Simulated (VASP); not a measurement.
# Cd3C2 (P-3m1) in VASP: a series of runs

The runs below take Cd3C2 through single point, relaxation of cell and atoms, with r2SCAN.

All numbers are computed with VASP 6.6.1; they aren't measurements. Logs are shortened: lines on timing, memory, paths and dates and some standing lists are left out, and cuts for length are marked.

## Step 1: The cell of the first run

Symmetry: P-3m1, No. 164, trigonal system. The conventional cell has a = 3.932 Å, b = 3.932 Å, c = 5.874 Å, α = 90.00°, β = 90.00°, γ = 120.00°. Within 3.5 Å of Cd (site symmetry -3m) lie 6 C at 2.68 Å and 6 Cd at 3.00 Å. Cd (site symmetry 3m) has 4 C at 2.33 to 2.50 Å and 6 Cd at 3.00 Å within 3.1 Å. Within 3.1 Å of C (site symmetry 3m) lie 7 Cd at 2.33 to 2.68 Å.

## Step 2: Single point, r2SCAN

File POSCAR:

```
Cd3C2
1.0
    3.9320691407      0.0000000000      0.0000000000
   -1.9660345703      3.4052717653      0.0000000000
    0.0000000000      0.0000000000      5.8735721250
Cd C
3 2
Direct
    0.0000000000      0.0000000000      0.0000000000
    0.3333333333      0.6666666667      0.6664547600
    0.6666666667      0.3333333333      0.3335452400
    0.3333333333      0.6666666667      0.2412800923
    0.6666666667      0.3333333333      0.7587199077
```

File INCAR.step1:

```
SYSTEM = Cd3C2
PREC = Accurate
ENCUT = 520
ISMEAR = 0
SIGMA = 0.1
LREAL = .False.
LASPH = .True.
NELM = 100
NBANDS = 30
GGA = PE
ALGO = Normal
EDIFF = 1E-4
LWAVE = .True.
LCHARG = .False.
```

File INCAR.step2:

```
SYSTEM = Cd3C2
PREC = Accurate
ENCUT = 520
EDIFF = 1E-6
ISMEAR = 0
SIGMA = 0.1
LREAL = .False.
LASPH = .True.
NELM = 100
ALGO = Normal
ISIF = 2
LWAVE = .False.
LCHARG = .True.
METAGGA = R2SCAN
LMIXTAU = .True.
LELF = .True.
LVHAR = .True.
NBANDS = 30
ISTART = 1
```

File KPOINTS:

```
regular mesh
0
Gamma
  12 12 6
  0 0 0
```

Potentials or basis: VASP PAW PBE potentials, release 64 (Cd, C).

The run is started by

```bash
cat potpaw_PBE.64/Cd/POTCAR potpaw_PBE.64/C/POTCAR > POTCAR
cp INCAR.step1 INCAR
mpirun -np 1 vasp_std > vasp.out
cp INCAR.step2 INCAR
mpirun -np 1 vasp_std > vasp.out
```

OUTCAR:

```text
SYSTEM = Cd3C2
   PREC = Accurate
   ENCUT = 520
   EDIFF = 1E-6
   ISMEAR = 0
   LREAL = .False.
   LASPH = .True.
   NELM = 100
   ISIF = 2
   METAGGA = R2SCAN
   ISTART = 1

 ion  position               nearest neighbor table
   1  0.000  0.000  0.000-   4 2.68   5 2.68   4 2.68   5 2.68   5 2.68   4 2.68   2 3.00   3 3.00
                             2 3.00   3 3.00   2 3.00   3 3.00
   2  0.333  0.667  0.666-   5 2.33   5 2.33   5 2.33   4 2.50   3 3.00   3 3.00   3 3.00   1 3.00
                             1 3.00   1 3.00
   3  0.667  0.333  0.334-   4 2.33   4 2.33   4 2.33   5 2.50   2 3.00   2 3.00   2 3.00   1 3.00
                             1 3.00   1 3.00
   4  0.333  0.667  0.241-   3 2.33   3 2.33   3 2.33   2 2.50   1 2.68   1 2.68   1 2.68
   5  0.667  0.333  0.759-   2 2.33   2 2.33   2 2.33   3 2.50   1 2.68   1 2.68   1 2.68

  LATTYP: Found a hexagonal cell.
 ALAT       =     3.9320691407
 C/A-ratio  =     1.4937611509

  Lattice vectors:

 A1 = (   3.9320691407,   0.0000000000,   0.0000000000)
 A2 = (  -1.9660345703,   3.4052717653,   0.0000000000)
 A3 = (   0.0000000000,   0.0000000000,   5.8735721250)

Analysis of symmetry for initial positions (statically):
=====================================================================
 Subroutine PRICEL returns:
 Original cell was already a primitive cell.

 Routine SETGRP: Setting up the symmetry group for a
 hexagonal supercell.

 Subroutine GETGRP returns: Found 12 space group operations
 (whereof 12 operations were pure point group operations)
 out of a pool of 24 trial point group operations.

The static configuration has the point symmetry D_3d.

Analysis of symmetry for dynamics (positions and initial velocities):
=====================================================================
 Subroutine PRICEL returns:
 Original cell was already a primitive cell.

 Routine SETGRP: Setting up the symmetry group for a
 hexagonal supercell.

 Subroutine GETGRP returns: Found 12 space group operations
 (whereof 12 operations were pure point group operations)
 out of a pool of 24 trial point group operations.

The dynamic configuration has the point symmetry D_3d.

 Subroutine INISYM returns: Found 12 space group operations
 (whereof 12 operations are pure point group operations),
 and found     1 'primitive' translations

----------------------------------------------------------------------------------------

[... 100 lines left out ...]
   EDIFFG = 0.1E-04   stopping-criterion for IOM
   NSW    =      0    number of steps for IOM
   IBRION =     -1    ionic relax: 0-MD 1-quasi-New 2-CG
   NFREE  =      0    steps in history (QN), initial steepest desc. (CG)
   ISIF   =      2    stress and relaxation
   ISYM   =      2    0-nonsym 1-usesym 2-fastsym
   POTIM  = 0.5000    time-step for ionic-motion
   TEBEG  =    0.0;   TEEND  =   0.0 temperature during run
   PSTRESS=    0.0 pullay stress
   NELECT =      44.0000    total number of electrons
   NUPDOWN=      -1.0000    fix difference up-down
   EMIN   =  10.00;   EMAX   =-10.00  energy-range for DOS
   EFERMI =   0.00;   METHOD = LEGACY
   ISMEAR =     0;   SIGMA  =   0.10  broadening in eV -4-tet -1-fermi 0-gaus
   EFERMI_NEDOS =   21; number of points for ismear=-14 and -15
   IALGO  =     38    algorithm
   IMIX   =      4    mixing-type and parameters
     AMIX     =   0.40;   BMIX     =  1.00
     AMIX_MAG =   1.60;   BMIX_MAG =  1.00
  volume/ion in A,a.u.               =      15.73       106.15
  Fermi-wavevector in a.u.,A,eV,Ry     =   1.348965  2.549174 24.758607  1.819706
  Thomas-Fermi vector in A             =   2.476591
   LORBIT       =      0    0 simple, 1 ext, 2 COOP (PROOUT), +10 PAW based schemes
   METAGGA = R2SCAN    functional components
   LHFCALC =     F    Hartree Fock is set to
   AEXX    =    0.0000 exact exchange contribution
   IVDW    =     0    specifies the selected vdW correction
   LEPSILON=     F    determine dielectric tensor
   LRPA    =     F    only Hartree local field effects (RPA)
 non-spin polarized calculation
 Gauss-broadening in eV      SIGMA  =   0.10
  energy-cutoff  :      520.00
  volume of cell :       78.65
 maximum number of plane-waves:      2146
 NGX is ok and might be reduce to    30
   NGX = 15   NGY = 15   NGZ = 21

 number of electron      43.9999978 magnetization

 Free energy of the ion-electron system (eV)
  ---------------------------------------------------
  ext. energy  EPLUGINS =         0.00000000
  ---------------------------------------------------
  free energy    TOTEN  =       -72.90042662 eV

  energy without entropy =      -72.88756431  energy(sigma->0) =      -72.89399547

 E-fermi :   2.8998     XC(G=0): -11.9619

 val. band max:        2.8913789185   @ k =   0.4167  -0.0000   0.5000
 cond. band min:       2.9198930409   @ k =   0.0000   0.3333   0.1667
 fundamental gap:      0.0285141224
 Fermi energy:         2.8998348623

 k-point     1 :       0.0000    0.0000    0.0000
  band No.  band energies     occupation
      1      -9.4996      2.00000
      2      -8.5526      2.00000
      3      -6.6187      2.00000
      4      -6.6187      2.00000
      5      -6.2838      2.00000
      6      -6.2838      2.00000
[... 781 lines left out ...]
     29      10.3906      0.00000
     30      12.1150      0.00000

 [... further k-points ...]

------------------------ aborting loop because EDIFF is reached ----------------------------------------

  FORCE on cell =-STRESS in cart. coord.  units (eV):
  Direction    XX          YY          ZZ          XY          YZ          ZX
  --------------------------------------------------------------------------------------
  -------------------------------------------------------------------------------------
  Total        0.5455043      0.5455043      0.4290464      0.0000000      0.0000000     -0.0000000
  in kB       11.1130576     11.1130576      8.7405671      0.0000000      0.0000000     -0.0000000
  external PRESSURE =      10.3222274 kB  Pullay stress =       0.0000000 kB

 VOLUME and BASIS-vectors are now :
 -----------------------------------------------------------------------------
  energy-cutoff  :      520.00
  volume of cell :       78.65
      direct lattice vectors                 reciprocal lattice vectors
     3.932069141  0.000000000  0.000000000     0.254319028  0.146831159  0.000000000
    -1.966034570  3.405271765  0.000000000     0.000000000  0.293662318  0.000000000
     0.000000000  0.000000000  5.873572125     0.000000000  0.000000000  0.170254145

 POSITION                                       TOTAL-FORCE (eV/Angst)
 -----------------------------------------------------------------------------------
      0.00000      0.00000      0.00000         0.000000      0.000000      0.000000
     -0.00000      2.27018      3.91447        -0.000000      0.000000     -0.004968
      1.96603      1.13509      1.95910        -0.000000     -0.000000      0.004968
     -0.00000      2.27018      1.41718         0.000000      0.000000     -0.028972
      1.96603      1.13509      4.45640         0.000000     -0.000000      0.028972
 -----------------------------------------------------------------------------------
    total drift:                                0.000000      0.000000      0.000000

  FREE ENERGIE OF THE ION-ELECTRON SYSTEM (eV)
  ---------------------------------------------------
  free  energy   TOTEN  =       -72.9004266173 eV

  energy  without entropy=      -72.8875643143  energy(sigma->0) =      -72.89399547
```

OUTCAR.step1:

```text
SYSTEM = Cd3C2
   PREC = Accurate
   ENCUT = 520
   ISMEAR = 0
   LREAL = .False.
   LASPH = .True.
[... 1029 lines left out ...]
      1.96603      1.13509      1.95910        -0.000000      0.000000     -0.011342
     -0.00000      2.27018      1.41718        -0.000000      0.000000     -0.041483
      1.96603      1.13509      4.45640         0.000000      0.000000      0.041483
 -----------------------------------------------------------------------------------
    total drift:                                0.000000      0.000000      0.000000

  FREE ENERGIE OF THE ION-ELECTRON SYSTEM (eV)
  ---------------------------------------------------
  free  energy   TOTEN  =       -13.1637791837 eV

  energy  without entropy=      -13.1499735346  energy(sigma->0) =      -13.15687636
```

Run time: 8.2 min. Hardware: 1 thread of Intel Xeon 6975P-C (Granite Rapids), shared host; peak memory 0.33 GiB.

Results:

```
Free energy            : -72.9004 eV
Pressure               : 1.0 GPa
Largest force          : 0.029 eV/Å
Band gap on the k mesh : zero (bands 22 and 23 overlap by 2.34 eV)
```

Forces on the atoms (eV/Å):
```
Cd   0.000  0.000  0.000
Cd   0.000  0.000 -0.005
Cd   0.000  0.000  0.005
C    0.000  0.000 -0.029
C    0.000  0.000  0.029
```

Levels at points of the mesh, in eV from the Fermi level:
```
           k point  band 18  band 19  band 20  band 21  band 22  band 23  band 24  band 25  band 26  band 27
(0.00, 0.00, 0.00)    -4.96     0.17     0.17     0.43     0.57     0.57     0.74     1.91     6.59     6.59
(0.50, 0.00, 0.00)    -4.50    -3.75    -2.59    -2.24    -0.80     0.10     2.59     3.65     4.95     6.73
(0.00, 0.00, 0.50)    -2.95    -1.66     0.08     0.08     0.79     0.79     2.20     2.89     5.92     5.99
(0.50, 0.00, 0.50)    -5.15    -4.54    -1.14    -1.10    -0.72    -0.02     2.19     3.35     5.74     6.49
```

Caveat: the PAW data sets were made with another functional, which shifts forces and pressure a little.

## Step 3: Relaxation of cell and atoms, r2SCAN

This run uses another cell than the first one, of 16.96 Å³/atom.

File POSCAR:

```
Cd3C2
1.0
    3.9775629274      0.0000000000      0.0000000000
   -1.9887814637      3.4446705402      0.0000000000
    0.0000000000      0.0000000000      6.1884418134
Cd C
3 2
Direct
    0.0000000000      0.0000000000      0.0000000000
    0.3333333333      0.6666666667      0.6450000000
    0.6666666667      0.3333333333      0.3550000000
    0.3333333333      0.6666666667      0.2450000000
    0.6666666667      0.3333333333      0.7550000000
```

File INCAR.step1:

```
  PREC = Accurate
  ENCUT = 600
  ISMEAR = 0
  SIGMA = 0.1
  LREAL = F
  LASPH = T
  NELM = 60
  GGA = PE
  ALGO = Normal
  EDIFF = 1E-4
  LWAVE = T
  LCHARG = F
```

File INCAR.step2:

```
  PREC = Accurate
  ENCUT = 600
  EDIFF = 1E-6
  ISMEAR = 0
  SIGMA = 0.1
  LREAL = F
  LASPH = T
  NELM = 60
  ALGO = Normal
  ISIF = 3
  LWAVE = F
  LCHARG = F
  METAGGA = R2SCAN
  LMIXTAU = T
  IBRION = 2
  NSW = 90
  EDIFFG = -0.04
  ISTART = 1
```

File KPOINTS:

```
Automatic mesh
0
Gamma
  6 6 4
```

Potentials or basis: VASP PAW PBE potentials, release 64 (Cd, C).

The run is started by

```bash
cat potpaw_PBE.64/Cd/POTCAR potpaw_PBE.64/C/POTCAR > POTCAR
cp INCAR.step1 INCAR
mpirun -np 1 vasp_std > vasp.out
cp INCAR.step2 INCAR
mpirun -np 1 vasp_std > vasp.out
```

It took 13 min on 1 thread of Intel Xeon 6975P-C (Granite Rapids), shared host; peak memory 0.27 GiB.

The run converged. Its results:

```yaml
Free_energy: -72.9220 eV
Relaxed_volume: 15.87 Å³/atom
Relaxed_cell: a = 3.897 Å, b = 3.897 Å, c = 6.036 Å, α = 90.00°, β = 90.00°, γ = 120.00°
Space_group_after_relaxing_to_0.1_Å: P-3m1 (No. 164)
Energy_gained_by_relaxing: 34.6 meV/atom
Ionic_steps: 12
Pressure_after_relaxing: 0.0 GPa
Largest_force_after_relaxing: 0.022 eV/Å
Band_gap_on_the_k_mesh: zero (bands 22 and 23 overlap by 2.37 eV)
```

Forces on the atoms (eV/Å):
```
Cd   0.000  0.000  0.000
Cd   0.000  0.000  0.022
Cd   0.000  0.000 -0.022
C    0.000  0.000  0.011
C    0.000  0.000 -0.011
```

Step by step:
| step | energy change (eV) | largest force (eV/Å) | pressure (GPa) | volume (Å³) |
| --- | --- | --- | --- | --- |
| 1 | 0.0000 | 0.6851 | -5.02 | 84.79 |
| 2 | -0.1204 | 0.5344 | 1.93 | 78.43 |
| 3 | -0.1222 | 0.5559 | 1.10 | 79.06 |
| 4 | -0.1555 | 0.2780 | 0.67 | 79.21 |
| 5 | -0.1680 | 0.0550 | 0.40 | 79.39 |
| 6 | -0.1680 | 0.0517 | 0.39 | 79.39 |
| 7 | -0.1701 | 0.0222 | -0.40 | 79.92 |
| 8 | -0.1701 | 0.0231 | -0.44 | 79.95 |
| 9 | -0.1720 | 0.0331 | -0.25 | 79.70 |
| 10 | -0.1727 | 0.0456 | 0.05 | 79.32 |
| 11 | -0.1728 | 0.0424 | -0.02 | 79.41 |
| 12 | -0.1730 | 0.0223 | 0.04 | 79.37 |

Final structure:
```
CELL_PARAMETERS angstrom
3.89653 0.00000 0.00000
-1.94827 3.37450 0.00000
0.00000 0.00000 6.03620
ATOMIC_POSITIONS crystal
Cd 0.00000 0.00000 0.00000
Cd 0.33333 0.66667 0.66186
Cd 0.66667 0.33333 0.33814
C 0.33333 0.66667 0.23806
C 0.66667 0.33333 0.76194
```

Levels at points of the mesh, in eV from the Fermi level:
| k point | band 19 | band 20 | band 21 | band 22 | band 23 | band 24 | band 25 | band 26 |
| --- | --- | --- | --- | --- | --- | --- | --- | --- |
| (0.00, 0.00, 0.00) | 0.35 | 0.35 | 0.49 | 0.66 | 0.66 | 0.78 | 2.22 | 6.63 |
| (0.50, 0.00, 0.00) | -3.72 | -2.54 | -2.03 | -0.76 | 0.18 | 2.73 | 3.66 | 4.90 |
| (0.00, 0.00, 0.50) | -1.62 | 0.23 | 0.23 | 0.89 | 0.89 | 2.37 | 2.90 | 5.64 |
| (0.50, 0.00, 0.50) | -4.44 | -1.00 | -0.95 | -0.73 | -0.09 | 2.14 | 3.39 | 5.54 |

Caveat: the PAW data sets were made with another functional, which shifts forces and pressure a little.

The gap in the log of VASP goes by the Fermi energy; the results here count the filled bands.